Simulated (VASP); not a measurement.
# Zr (Fm-3m) in VASP: notebook

Zr is run at these levels: PBE; tasks: single point.

All numbers are computed with VASP 6.6.1; they aren't measurements. Logs are shortened: lines on timing, memory, paths and dates and some standing lists are left out, and cuts for length are marked.

## Step 1: The cell of the first run

The structure is cubic, space group Fm-3m (No. 225). Conventional cell: a = 4.479 Å, b = 4.479 Å, c = 4.479 Å, α = 90.00°, β = 90.00°, γ = 90.00°. Zr (site symmetry m-3m) has 12 Zr at 3.17 Å within 4.2 Å.

This isn't the form of Zr at room conditions, which is hcp.

## Step 2: Single point, PBE

Input file INCAR:

```
PREC     = Accurate       # precision mode
ENCUT    = 520            # plane-wave cutoff, eV
EDIFF    = 1E-6           # SCF threshold, eV
ISMEAR   = 0              # smearing method
SIGMA    = 0.1            # smearing width, eV
LREAL    = F              # projectors in reciprocal space
LASPH    = T              # aspherical terms in the spheres
NELM     = 60             # most SCF steps
ALGO     = Fast           # electronic algorithm
ISIF     = 2              # what is computed and relaxed
LWAVE    = F              # write WAVECAR
LCHARG   = F              # write CHGCAR
GGA      = PE             # functional
NBANDS   = 12             # bands
```

Input file KPOINTS:

```
regular mesh
0
Gamma
  16 16 16
```

Input file POSCAR:

```
Zr
1.0
    0.0000000000      2.2396381318      2.2396381318
    2.2396381318      0.0000000000      2.2396381318
    2.2396381318      2.2396381318      0.0000000000
Zr
1
Direct
    0.0000000000      0.0000000000      0.0000000000
```

Potentials or basis: VASP PAW PBE potentials, release 64 (Zr_sv).

On the command line:

```bash
> cat potpaw_PBE.64/Zr_sv/POTCAR > POTCAR
> mpirun -np 1 vasp_std > vasp.out
```

OUTCAR:

```text
PREC = Accurate
   ENCUT = 520
   EDIFF = 1E-6
   ISMEAR = 0
   LREAL = F
   LASPH = T
   NELM = 60
   ISIF = 2
   GGA = PE

 ion  position               nearest neighbor table
   1  0.000  0.000  0.000-

  LATTYP: Found a face centered cubic cell.
 ALAT       =     4.4792762636

  Lattice vectors:

 A1 = (   0.0000000000,   2.2396381318,   2.2396381318)
 A2 = (   2.2396381318,   0.0000000000,   2.2396381318)
 A3 = (   2.2396381318,   2.2396381318,   0.0000000000)

Analysis of symmetry for initial positions (statically):
=====================================================================
 Subroutine PRICEL returns:
 Original cell was already a primitive cell.

 Routine SETGRP: Setting up the symmetry group for a
 face centered cubic supercell.

 Subroutine GETGRP returns: Found 48 space group operations
 (whereof 48 operations were pure point group operations)
 out of a pool of 48 trial point group operations.

The static configuration has the point symmetry O_h .

Analysis of symmetry for dynamics (positions and initial velocities):
=====================================================================
 Subroutine PRICEL returns:
 Original cell was already a primitive cell.

 Routine SETGRP: Setting up the symmetry group for a
 face centered cubic supercell.

 Subroutine GETGRP returns: Found 48 space group operations
 (whereof 48 operations were pure point group operations)
 out of a pool of 48 trial point group operations.

The dynamic configuration has the point symmetry O_h .

 Subroutine INISYM returns: Found 48 space group operations
 (whereof 48 operations are pure point group operations),
 and found     1 'primitive' translations

----------------------------------------------------------------------------------------

                                     Primitive cell

  volume of cell :      22.4680

  direct lattice vectors                    reciprocal lattice vectors
     0.000000000  2.239638132  2.239638132    -0.223250351  0.223250351  0.223250351
     2.239638132  0.000000000  2.239638132     0.223250351 -0.223250351  0.223250351
     2.239638132  2.239638132  0.000000000     0.223250351  0.223250351 -0.223250351

  length of vectors
     3.167326621  3.167326621  3.167326621     0.386680951  0.386680951  0.386680951

  position of ions in fractional coordinates (direct lattice)
     0.000000000  0.000000000  0.000000000

  ion indices of the primitive-cell ions
   primitive index   ion index
                 1           1

----------------------------------------------------------------------------------------

 KPOINTS: regular mesh

Automatic generation of k-mesh.
 Grid dimensions read from file:
 generate k-points for:   16   16   16

 Generating k-lattice:

  Cartesian coordinates                     Fractional coordinates (reciprocal lattice)
    -0.013953147  0.013953147  0.013953147     0.062500000  0.000000000  0.000000000
     0.013953147 -0.013953147  0.013953147     0.000000000  0.062500000  0.000000000
     0.013953147  0.013953147 -0.013953147     0.000000000  0.000000000  0.062500000

  Length of vectors
     0.024167559  0.024167559  0.024167559

  Shift w.r.t. Gamma in fractional coordinates (k-lattice)
     0.000000000  0.000000000  0.000000000

 Subroutine IBZKPT returns following result:
 ===========================================

 Found    145 irreducible k-points:

 Following reciprocal coordinates:
            Coordinates               Weight
  0.000000  0.000000  0.000000      1.000000
  0.062500  0.000000  0.000000      8.000000
  0.125000  0.000000  0.000000      8.000000
  0.187500  0.000000  0.000000      8.000000
  0.250000  0.000000  0.000000      8.000000
  0.312500  0.000000  0.000000      8.000000
[... 16 lines left out ...]
 -0.125000  0.062500  0.000000     24.000000
 -0.062500  0.062500  0.000000     12.000000
 [... further k-points ...]
   k-points           NKPTS =    145   k-points in BZ     NKDIM =    145   number of bands    NBANDS=     12
   number of dos      NEDOS =    301   number of ions     NIONS =      1
   total plane-waves  NPLWV =  13824
   dimension x,y,z NGX =    24 NGY =   24 NGZ =   24
   dimension x,y,z NGXF=    48 NGYF=   48 NGZF=   48
   ions per type =               1
   NGX,Y,Z   is equivalent  to a cutoff of  12.60, 12.60, 12.60 a.u.
   NGXF,Y,Z  is equivalent  to a cutoff of  25.19, 25.19, 25.19 a.u.
 SYSTEM =  unknown system
   PREC   = accura    normal or accurate (medium, high low for compatibility)
   ISTART =      0    job   : 0-new  1-cont  2-samecut
   ICHARG =      2    charge: 1-file 2-atom 10-const
   ISPIN  =      1    spin polarized calculation?
   LNONCOLLINEAR =      F non collinear calculations
   LSORBIT =      F    spin-orbit coupling
   LASPH  =      T    aspherical Exc in radial PAW
   ENCUT  =  520.0 eV  38.22 Ry    6.18 a.u.   5.89  5.89  5.89*2*pi/ulx,y,z
   NELM   =     60;   NELMIN=  2; NELMDL= -5     # of ELM steps
   EDIFF  = 0.1E-05   stopping-criterion for ELM
   LREAL  =      F    real-space projection
   EDIFFG = 0.1E-04   stopping-criterion for IOM
   NSW    =      0    number of steps for IOM
   IBRION =     -1    ionic relax: 0-MD 1-quasi-New 2-CG
   NFREE  =      0    steps in history (QN), initial steepest desc. (CG)
   ISIF   =      2    stress and relaxation
   ISYM   =      2    0-nonsym 1-usesym 2-fastsym
   POTIM  = 0.5000    time-step for ionic-motion
   TEBEG  =    0.0;   TEEND  =   0.0 temperature during run
   PSTRESS=    0.0 pullay stress
   NELECT =      12.0000    total number of electrons
   NUPDOWN=      -1.0000    fix difference up-down
   EMIN   =  10.00;   EMAX   =-10.00  energy-range for DOS
   EFERMI =   0.00;   METHOD = LEGACY
   ISMEAR =     0;   SIGMA  =   0.10  broadening in eV -4-tet -1-fermi 0-gaus
   EFERMI_NEDOS =   21; number of points for ismear=-14 and -15
   IALGO  =     68    algorithm
   IMIX   =      4    mixing-type and parameters
     AMIX     =   0.40;   BMIX     =  1.00
     AMIX_MAG =   1.60;   BMIX_MAG =  1.00
  volume/ion in A,a.u.               =      22.47       151.62
  Fermi-wavevector in a.u.,A,eV,Ry     =   1.328253  2.510034 24.004152  1.764255
  Thomas-Fermi vector in A             =   2.457504
   LORBIT       =      0    0 simple, 1 ext, 2 COOP (PROOUT), +10 PAW based schemes
   GGA     = PE    functional components
   LHFCALC =     F    Hartree Fock is set to
   AEXX    =    0.0000 exact exchange contribution
   IVDW    =     0    specifies the selected vdW correction
   LEPSILON=     F    determine dielectric tensor
   LRPA    =     F    only Hartree local field effects (RPA)
 non-spin polarized calculation
 RMM-DIIS sequential band-by-band and
 Gauss-broadening in eV      SIGMA  =   0.10
  energy-cutoff  :      520.00
  volume of cell :       22.47
 maximum number of plane-waves:       620
   NGX = 11   NGY = 11   NGZ = 11

 number of electron      12.0000000 magnetization

 Free energy of the ion-electron system (eV)
  ---------------------------------------------------
  ext. energy  EPLUGINS =         0.00000000
  ---------------------------------------------------
  free energy    TOTEN  =        -8.47712763 eV

  energy without entropy =       -8.46800387  energy(sigma->0) =       -8.47256575

 E-fermi :   9.2983     XC(G=0): -11.2443

 val. band max:        9.2937197896   @ k =   0.2500   0.0000   0.0000
 cond. band min:       9.3008187292   @ k =  -0.4375   0.3125   0.1250
 fundamental gap:      0.0070989396
 Fermi energy:         9.2982995689

 k-point     1 :       0.0000    0.0000    0.0000
  band No.  band energies     occupation
      1     -39.3484      2.00000
      2     -16.8129      2.00000
      3     -16.8129      2.00000
      4     -16.8129      2.00000
      5       3.6782      2.00000
      6      10.2792      0.00000
      7      10.2792      0.00000
      8      10.2792      0.00000
      9      12.8048      0.00000
     10      12.8048      0.00000
     11      19.8570      0.00000
     12      24.1676      0.00000

 k-point     2 :       0.0625    0.0000    0.0000
  band No.  band energies     occupation
      1     -39.3423      2.00000
      2     -16.8568      2.00000
      3     -16.8183      2.00000
      4     -16.8183      2.00000
      5       3.8095      2.00000
      6      10.1564      0.00000
      7      10.3413      0.00000
      8      10.3413      0.00000
      9      12.7408      0.00000
     10      12.7408      0.00000
     11      20.1414      0.00000
     12      23.5959      0.00000

 k-point     3 :       0.1250    0.0000    0.0000
  band No.  band energies     occupation
      1     -39.3250      2.00000
      2     -16.9804      2.00000
      3     -16.8335      2.00000
      4     -16.8335      2.00000
      5       4.1849      2.00000
      6       9.8516      0.00000
      7      10.4958      0.00000
      8      10.4958      0.00000
      9      12.6070      0.00000
     10      12.6070      0.00000
     11      20.8654      0.00000
     12      22.5917      0.00000
[... 286 lines left out ...]
 k-point    23 :      -0.1250    0.0625    0.0000
  band No.  band energies     occupation
      1     -39.3122      2.00000
      2     -17.0531      2.00000
      3     -16.8737      2.00000
      4     -16.8321      2.00000
      5       4.4631      2.00000
      6       9.6337      0.00000
      7      10.5949      0.00000
      8      10.6182      0.00000
      9      12.2494      0.00000
     10      12.8339      0.00000
     11      21.3566      0.00000
     12      22.3418      0.00000

 k-point    24 :      -0.0625    0.0625    0.0000
  band No.  band energies     occupation
      1     -39.3325      2.00000
      2     -16.9181      2.00000
      3     -16.8431      2.00000
      4     -16.8198      2.00000
      5       4.0227      2.00000
      6       9.9579      0.00000
      7      10.4315      0.00000
      8      10.4593      0.00000
      9      12.5040      0.00000
     10      12.7971      0.00000
     11      20.5859      0.00000
     12      23.1057      0.00000

 [... further k-points ...]

------------------------ aborting loop because EDIFF is reached ----------------------------------------

  FORCE on cell =-STRESS in cart. coord.  units (eV):
  Direction    XX          YY          ZZ          XY          YZ          ZX
  --------------------------------------------------------------------------------------
  -------------------------------------------------------------------------------------
  Total        0.4249982      0.4249982      0.4249982      0.0000000     -0.0000000      0.0000000
  in kB       30.3063806     30.3063806     30.3063806      0.0000000     -0.0000000      0.0000000
  external PRESSURE =      30.3063806 kB  Pullay stress =       0.0000000 kB

 VOLUME and BASIS-vectors are now :
 -----------------------------------------------------------------------------
  energy-cutoff  :      520.00
  volume of cell :       22.47
      direct lattice vectors                 reciprocal lattice vectors
     0.000000000  2.239638132  2.239638132    -0.223250351  0.223250351  0.223250351
     2.239638132  0.000000000  2.239638132     0.223250351 -0.223250351  0.223250351
     2.239638132  2.239638132  0.000000000     0.223250351  0.223250351 -0.223250351

 POSITION                                       TOTAL-FORCE (eV/Angst)
 -----------------------------------------------------------------------------------
      0.00000      0.00000      0.00000        -0.000000     -0.000000      0.000000
 -----------------------------------------------------------------------------------
    total drift:                               -0.000000      0.000000      0.000000

  FREE ENERGIE OF THE ION-ELECTRON SYSTEM (eV)
  ---------------------------------------------------
  free  energy   TOTEN  =        -8.4771276304 eV

  energy  without entropy=       -8.4680038651  energy(sigma->0) =       -8.47256575
```

Wall time 66 s (1 thread of Intel Xeon 8259CL, shared host); peak memory 0.17 GiB.

What came out:

```
Free energy            : -8.4771 eV
Pressure               : 3.0 GPa
Band gap on the k mesh : zero (bands 6 and 7 overlap by 1.39 eV)
```

Levels at points of the mesh, in eV from the Fermi level:
| k point | band 3 | band 4 | band 5 | band 6 | band 7 | band 8 | band 9 | band 10 |
| --- | --- | --- | --- | --- | --- | --- | --- | --- |
| (0.00, 0.00, 0.00) | -26.11 | -26.11 | -5.62 | 0.98 | 0.98 | 0.98 | 3.51 | 3.51 |
| (0.50, 0.00, 0.00) | -26.25 | -26.25 | -3.03 | 0.79 | 0.79 | 1.23 | 5.38 | 5.38 |
| (0.50, 0.50, 0.00) | -26.49 | -26.49 | -3.12 | -2.31 | 3.19 | 5.38 | 5.91 | 5.91 |

Caveat: the cell stands under pressure.

(Part 1 of 3 ends here.)
